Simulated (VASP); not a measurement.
# AlN (Cm) in VASP: a series of runs

Runs on AlN. Level: PBE. Tasks: single point.

Everything below comes from runs of VASP 6.6.1. Logs are shortened: lines on timing, memory, paths and dates and some standing lists are left out, and cuts for length are marked.

**1. The cell of the first run**

It takes space group Cm (No. 8, monoclinic). Conventional cell: a = 5.307 Å, b = 3.218 Å, c = 5.135 Å, α = 90.00°, β = 93.89°, γ = 90.00°. Al (site symmetry m) has 4 N at 1.83 to 1.96 Å within 2.4 Å. Within 2.5 Å of Al (site symmetry m) lie 4 N at 1.91 to 1.96 Å. N (site symmetry m) has 4 Al at 1.91 to 1.96 Å within 2.5 Å. Within 2.4 Å of N (site symmetry m) lie 4 Al at 1.83 to 1.96 Å.

**2. Single point, PBE**

Contents of INCAR:

```
PREC = Accurate ; ENCUT = 520
EDIFF = 1E-7 ; ISMEAR = 0
SIGMA = 0.02 ; LREAL = False
LASPH = True ; NELM = 60
ALGO = Normal ; ISIF = 2
LWAVE = False ; LCHARG = True
GGA = PE ; LELF = True
LVHAR = True ; NBANDS = 16
ISYM = 0
```

Contents of KPOINTS:

```
regular mesh
0
Gamma
  9 5 11
```

Contents of POSCAR:

```
AlN
1.0
    3.2184289305      0.0000000000      0.0000000000
   -1.6092144652      5.9378516464      0.0000000000
   -1.6092144652     -1.3414550329      2.2896324003
Al N
2 2
Direct
    0.6683953842      0.0017287175      0.3350620508
    0.8350620508      0.5017287175      0.1683953842
    0.0499379492      0.3832712825      0.7166046158
    0.2166046158      0.8832712825      0.5499379492
```

Potentials or basis: VASP PAW PBE potentials, release 64 (Al, N).

Started as:

```sh
$ cat potpaw_PBE.64/Al/POTCAR potpaw_PBE.64/N/POTCAR > POTCAR
$ mpirun -np 1 vasp_std > vasp.out
```

OUTCAR:

```text
PREC = Accurate
   ENCUT = 520
   EDIFF = 1E-7
   ISMEAR = 0
   LREAL = False
   LASPH = True
   NELM = 60
   ISIF = 2
   GGA = PE
   ISYM = 0

 ion  position               nearest neighbor table
   1  0.668  0.002  0.335-   4 1.83   4 1.95   4 1.95   3 1.96   2 3.02   2 3.11   2 3.11   2 3.21
                             2 3.21   2 3.22
   2  0.835  0.502  0.168-   3 1.91   3 1.92   3 1.92   4 1.96   1 3.02   1 3.11   1 3.11   1 3.21
                             1 3.21   1 3.22
   3  0.050  0.383  0.717-   2 1.91   2 1.92   2 1.92   1 1.96
   4  0.217  0.883  0.550-   1 1.83   1 1.95   1 1.95   2 1.96

IMPORTANT INFORMATION: All symmetrisations will be switched off!
NOSYMM: (Re-)initialisation of all symmetry stuff for point group C_1.

----------------------------------------------------------------------------------------

                                     Primitive cell

  volume of cell :      43.7561

  direct lattice vectors                    reciprocal lattice vectors
     3.218428931  0.000000000  0.000000000     0.310710605  0.084205539  0.267710199
    -1.609214465  5.937851646  0.000000000     0.000000000  0.168411079  0.098669065
    -1.609214465 -1.341455033  2.289632400     0.000000000  0.000000000  0.436751332

  length of vectors
     3.218428931  6.152044650  3.103464085     0.418688910  0.195186772  0.436751332

  position of ions in fractional coordinates (direct lattice)
     0.668395384  0.001728718  0.335062051
     0.835062051  0.501728718  0.168395384
     0.049937949  0.383271282  0.716604616
     0.216604616  0.883271282  0.549937949

  ion indices of the primitive-cell ions
   primitive index   ion index
                 1           1
                 2           2
                 3           3
                 4           4

----------------------------------------------------------------------------------------

 KPOINTS: regular mesh

Automatic generation of k-mesh.
 Grid dimensions read from file:
 generate k-points for:    9    5   11

 Generating k-lattice:

  Cartesian coordinates                     Fractional coordinates (reciprocal lattice)
     0.034523401  0.009356171  0.029745578     0.111111111  0.000000000  0.000000000
     0.000000000  0.033682216  0.019733813     0.000000000  0.200000000 -0.000000000
     0.000000000  0.000000000  0.039704667     0.000000000  0.000000000  0.090909091

  Length of vectors
     0.046520990  0.039037354  0.039704667

  Shift w.r.t. Gamma in fractional coordinates (k-lattice)
     0.000000000  0.000000000  0.000000000

 -----------------------------------------------------------------------------
|                                                                             |
|           W    W    AA    RRRRR   N    N  II  N    N   GGGG   !!!           |
|           W    W   A  A   R    R  NN   N  II  NN   N  G    G  !!!           |
|           W    W  A    A  R    R  N N  N  II  N N  N  G       !!!           |
|           W WW W  AAAAAA  RRRRR   N  N N  II  N  N N  G  GGG   !            |
|           WW  WW  A    A  R   R   N   NN  II  N   NN  G    G                |
|           W    W  A    A  R    R  N    N  II  N    N   GGGG   !!!           |
|                                                                             |
|     Your reciprocal lattice and k-lattice belong to different lattice       |
|     classes:                                                                |
|                                                                             |
|        The reciprocal lattice is base-centered monoclinic,                  |
|        whereas your k-lattice is triclinic.                                 |
|                                                                             |
|     Results are often still useful ...                                      |
|                                                                             |
 -----------------------------------------------------------------------------

 WARNING: IBZKPT: internal override: KBLOWUP is changed to .FALSE.
      ... skipping the blow-up phase ...

 Subroutine IBZKPT returns following result:
 ===========================================

 Found    248 irreducible k-points:

 Following reciprocal coordinates:
            Coordinates               Weight
  0.000000  0.000000  0.000000      1.000000
  0.111111 -0.000000  0.000000      2.000000
  0.222222 -0.000000  0.000000      2.000000
  0.333333 -0.000000  0.000000      2.000000
  0.444444 -0.000000  0.000000      2.000000
  0.000000  0.200000  0.000000      2.000000
[... 16 lines left out ...]
 -0.111111  0.400000 -0.000000      2.000000
  0.000000  0.000000  0.090909      2.000000
 [... further k-points ...]
   k-points           NKPTS =    248   k-points in BZ     NKDIM =    248   number of bands    NBANDS=     16
   number of dos      NEDOS =    301   number of ions     NIONS =      4
   total plane-waves  NPLWV =  27648
   dimension x,y,z NGX =    24 NGY =   48 NGZ =   24
   dimension x,y,z NGXF=    48 NGYF=   96 NGZF=   48
   ions per type =               2   2
   NGX,Y,Z   is equivalent  to a cutoff of  12.40, 12.97, 12.86 a.u.
   NGXF,Y,Z  is equivalent  to a cutoff of  24.79, 25.94, 25.71 a.u.
 SYSTEM =  unknown system
   PREC   = accura    normal or accurate (medium, high low for compatibility)
   ISTART =      0    job   : 0-new  1-cont  2-samecut
   ICHARG =      2    charge: 1-file 2-atom 10-const
   ISPIN  =      1    spin polarized calculation?
   LNONCOLLINEAR =      F non collinear calculations
   LSORBIT =      F    spin-orbit coupling
   LASPH  =      T    aspherical Exc in radial PAW
   ENCUT  =  520.0 eV  38.22 Ry    6.18 a.u.   5.98 11.44  5.77*2*pi/ulx,y,z
   NELM   =     60;   NELMIN=  2; NELMDL= -5     # of ELM steps
   EDIFF  = 0.1E-06   stopping-criterion for ELM
   LREAL  =      F    real-space projection
   EDIFFG = 0.1E-05   stopping-criterion for IOM
   NSW    =      0    number of steps for IOM
   IBRION =     -1    ionic relax: 0-MD 1-quasi-New 2-CG
   NFREE  =      0    steps in history (QN), initial steepest desc. (CG)
   ISIF   =      2    stress and relaxation
   ISYM   =      0    0-nonsym 1-usesym 2-fastsym
   POTIM  = 0.5000    time-step for ionic-motion
   TEBEG  =    0.0;   TEEND  =   0.0 temperature during run
   PSTRESS=    0.0 pullay stress
   NELECT =      16.0000    total number of electrons
   NUPDOWN=      -1.0000    fix difference up-down
   EMIN   =  10.00;   EMAX   =-10.00  energy-range for DOS
   EFERMI =   0.00;   METHOD = LEGACY
   ISMEAR =     0;   SIGMA  =   0.02  broadening in eV -4-tet -1-fermi 0-gaus
   EFERMI_NEDOS =   21; number of points for ismear=-14 and -15
   IALGO  =     38    algorithm
   IMIX   =      4    mixing-type and parameters
     AMIX     =   0.40;   BMIX     =  1.00
     AMIX_MAG =   1.60;   BMIX_MAG =  1.00
  volume/ion in A,a.u.               =      10.94        73.82
  Fermi-wavevector in a.u.,A,eV,Ry     =   1.170672  2.212249 18.646409  1.370472
  Thomas-Fermi vector in A             =   2.307127
   LORBIT       =      0    0 simple, 1 ext, 2 COOP (PROOUT), +10 PAW based schemes
   GGA     = PE    functional components
   LHFCALC =     F    Hartree Fock is set to
   AEXX    =    0.0000 exact exchange contribution
   IVDW    =     0    specifies the selected vdW correction
   LEPSILON=     F    determine dielectric tensor
   LRPA    =     F    only Hartree local field effects (RPA)
 non-spin polarized calculation
 Gauss-broadening in eV      SIGMA  =   0.02
  energy-cutoff  :      520.00
  volume of cell :       43.76
 maximum number of plane-waves:      1191
   NGX = 11   NGY = 23   NGZ = 11

 number of electron      16.0000001 magnetization

 Free energy of the ion-electron system (eV)
  ---------------------------------------------------
  ext. energy  EPLUGINS =         0.00000000
  ---------------------------------------------------
  free energy    TOTEN  =       -29.62059582 eV

  energy without entropy =      -29.62059582  energy(sigma->0) =      -29.62059582

 E-fermi :   5.8993     XC(G=0): -10.7133

 val. band max:        5.8181331795   @ k =   0.0000   0.0000   0.0000
 cond. band min:       9.4316496560   @ k =   0.0000   0.0000   0.0000
 fundamental gap:      3.6135164765
 Fermi energy:         5.8992846532

 k-point     1 :       0.0000    0.0000    0.0000
  band No.  band energies     occupation
      1      -9.1970      2.00000
      2      -7.2645      2.00000
      3      -0.1159      2.00000
      4       4.8298      2.00000
      5       5.0609      2.00000
      6       5.4357      2.00000
[... 8 lines left out ...]
     15      17.9336      0.00000
     16      18.7778      0.00000

 k-point     2 :       0.1111   -0.0000    0.0000
  band No.  band energies     occupation
      1      -9.0020      2.00000
      2      -7.2704      2.00000
      3       0.2248      2.00000
      4       4.1634      2.00000
      5       4.6951      2.00000
      6       4.9110      2.00000
[... 8 lines left out ...]
     15      17.8612      0.00000
     16      18.8988      0.00000

 k-point     3 :       0.2222   -0.0000    0.0000
  band No.  band energies     occupation
      1      -8.4585      2.00000
      2      -7.2508      2.00000
      3       0.9655      2.00000
      4       2.8101      2.00000
      5       3.3943      2.00000
      6       4.5863      2.00000
[... 8 lines left out ...]
     15      18.3253      0.00000
     16      18.8541      0.00000

 k-point     4 :       0.3333   -0.0000    0.0000
  band No.  band energies     occupation
      1      -7.7196      2.00000
      2      -7.1661      2.00000
      3       0.7729      2.00000
      4       1.5888      2.00000
      5       3.2875      2.00000
      6       4.3948      2.00000
[... 8 lines left out ...]
     15      18.2369      0.00000
     16      19.4086      0.00000

 k-point     5 :       0.4444   -0.0000    0.0000
  band No.  band energies     occupation
      1      -7.1587      2.00000
      2      -7.0364      2.00000
      3       0.2039      2.00000
      4       0.5466      2.00000
      5       4.0522      2.00000
      6       4.3829      2.00000
[... 8 lines left out ...]
     15      18.6393      0.00000
     16      19.2792      0.00000

 k-point     6 :       0.0000    0.2000    0.0000
  band No.  band energies     occupation
      1      -9.0573      2.00000
      2      -7.5198      2.00000
      3       0.3705      2.00000
      4       4.8052      2.00000
      5       4.8764      2.00000
      6       5.1115      2.00000
[... 8 lines left out ...]
     15      17.6193      0.00000
     16      18.6495      0.00000
[... 267 lines left out ...]
 k-point    21 :      -0.3333    0.4000   -0.0000
  band No.  band energies     occupation
      1      -8.0416      2.00000
      2      -6.7560      2.00000
      3       1.1367      2.00000
      4       1.5481      2.00000
      5       2.3258      2.00000
      6       4.1740      2.00000
[... 8 lines left out ...]
     15      17.7836      0.00000
     16      19.7705      0.00000

 k-point    22 :      -0.2222    0.4000   -0.0000
  band No.  band energies     occupation
      1      -8.5529      2.00000
      2      -7.1038      2.00000
      3       0.7826      2.00000
      4       2.7955      2.00000
      5       3.2938      2.00000
      6       4.5664      2.00000
[... 8 lines left out ...]
     15      18.1420      0.00000
     16      18.7547      0.00000

 k-point    23 :      -0.1111    0.4000   -0.0000
  band No.  band energies     occupation
      1      -8.7837      2.00000
      2      -7.6267      2.00000
      3       0.9234      2.00000
      4       3.7815      2.00000
      5       4.4271      2.00000
      6       4.9471      2.00000
[... 8 lines left out ...]
     15      17.5922      0.00000
     16      18.4847      0.00000

 k-point    24 :       0.0000    0.0000    0.0909
  band No.  band energies     occupation
      1      -9.0525      2.00000
      2      -7.2703      2.00000
      3       0.1396      2.00000
      4       4.6081      2.00000
      5       4.6719      2.00000
      6       5.1121      2.00000
[... 8 lines left out ...]
     15      18.0369      0.00000
     16      18.6627      0.00000

 [... further k-points ...]

------------------------ aborting loop because EDIFF is reached ----------------------------------------

  FORCE on cell =-STRESS in cart. coord.  units (eV):
  Direction    XX          YY          ZZ          XY          YZ          ZX
  --------------------------------------------------------------------------------------
  -------------------------------------------------------------------------------------
  Total       -2.9061821     -3.3272455      2.4335412      0.0000140     -0.4859780     -0.0000547
  in kB     -106.4129238   -121.8306063     89.1066779      0.0005138    -17.7945956     -0.0020039
  external PRESSURE =     -46.3789507 kB  Pullay stress =       0.0000000 kB

 VOLUME and BASIS-vectors are now :
 -----------------------------------------------------------------------------
  energy-cutoff  :      520.00
  volume of cell :       43.76
      direct lattice vectors                 reciprocal lattice vectors
     3.218428931  0.000000000  0.000000000     0.310710605  0.084205539  0.267710199
    -1.609214465  5.937851646  0.000000000     0.000000000  0.168411079  0.098669065
    -1.609214465 -1.341455033  2.289632400     0.000000000  0.000000000  0.436751332

 POSITION                                       TOTAL-FORCE (eV/Angst)
 -----------------------------------------------------------------------------------
      1.60921     -0.43921      0.76717         0.000026     -0.159919      0.898724
      1.60921      2.75330      0.38556         0.000022      0.189113     -0.001109
     -1.60921      1.31452      1.64076        -0.000021     -0.221504      0.085008
     -1.60921      4.50702      1.25916        -0.000027      0.192309     -0.982623
 -----------------------------------------------------------------------------------
    total drift:                               -0.000097     -0.000156      0.000128

  FREE ENERGIE OF THE ION-ELECTRON SYSTEM (eV)
  ---------------------------------------------------
  free  energy   TOTEN  =       -29.6205958209 eV

  energy  without entropy=      -29.6205958209  energy(sigma->0) =      -29.62059582
```

Run time: 3.5 min. Hardware: 1 thread of Intel Xeon 8259CL, shared host; peak memory 0.27 GiB.

Results:

```yaml
Free_energy: -29.6206 eV
Pressure: -4.6 GPa
Largest_force: 1.001 eV/Å
Band_gap_on_the_k_mesh: 3.61 eV
```

Forces in eV/Å, atoms in the order of the input:
```
Al   0.000 -0.160  0.899
Al   0.000  0.189 -0.001
N    0.000 -0.222  0.085
N    0.000  0.192 -0.983
```

Stress tensor (GPa, compression positive):
```
-10.64   0.00   0.00
  0.00 -12.18  -1.78
  0.00  -1.78   8.91
```

Levels at points of the mesh, in eV from the valence-band top:
```
           k point  band 4  band 5  band 6  band 7  band 8  band 9  band 10  band 11  band 12  band 13
(0.00, 0.00, 0.00)   -0.99   -0.76   -0.38   -0.31    0.00    3.61     6.28     9.90    10.45    11.46
```

Caveat: the stress differs along the axes, from -12 to 9 GPa; forces of over 1 eV/Å act on the atoms, so gaps and moduli don't describe the material at rest.

**3. Single point, PBE**

This run uses another cell than the first one, of 11.13 Å³/atom.

Contents of INCAR:

```
PREC = Accurate
ENCUT = 520
EDIFF = 1E-7
ISMEAR = 0
SIGMA = 0.02
LREAL = False
LASPH = True
NELM = 60
ALGO = Normal
ISIF = 2
LWAVE = False
LCHARG = False
GGA = PE
NBANDS = 16
ISYM = 0
```

Contents of KPOINTS:

```
Automatic mesh
0
Gamma
  9 5 11
```

Contents of POSCAR:

```
AlN
1.0
    3.2184289305     -0.0000000020     -0.0000037285
   -1.6092144689      5.9378482822     -0.0063198665
   -1.6092171169     -1.3438919276      2.3306223059
Al N
2 2
Direct
    0.6723384668      0.0032524140      0.3414240640
    0.8372445407      0.5030774564      0.1714115601
    0.0507968533      0.3820411090      0.7195536277
    0.2096201392      0.8816290206      0.5376107482
```

Potentials or basis: VASP PAW PBE potentials, release 64 (Al, N).

Started as:

```sh
$ cat potpaw_PBE.64/Al/POTCAR potpaw_PBE.64/N/POTCAR > POTCAR
$ mpirun -np 1 vasp_std > vasp.out
```

Wall time 3.3 min (1 thread of Intel Xeon 8259CL, shared host); peak memory 0.27 GiB.

Results (log left out):

```
Free energy            : -29.6626 eV
Pressure               : -8.1 GPa
Band gap on the k mesh : 3.52 eV
```

Stress tensor (GPa, compression positive):
```
-11.05   0.00   0.00
  0.00 -13.10   0.03
  0.00   0.03  -0.22
```

Levels at points of the mesh, in eV from the valence-band top:
```
           k point  band 4  band 5  band 6  band 7  band 8  band 9  band 10  band 11  band 12  band 13
(0.00, 0.00, 0.00)   -0.97   -0.68   -0.33   -0.28    0.00    3.52     6.14     9.84    10.41    11.17
```

Caveat: the stress differs along the axes, from -13 to -0 GPa.
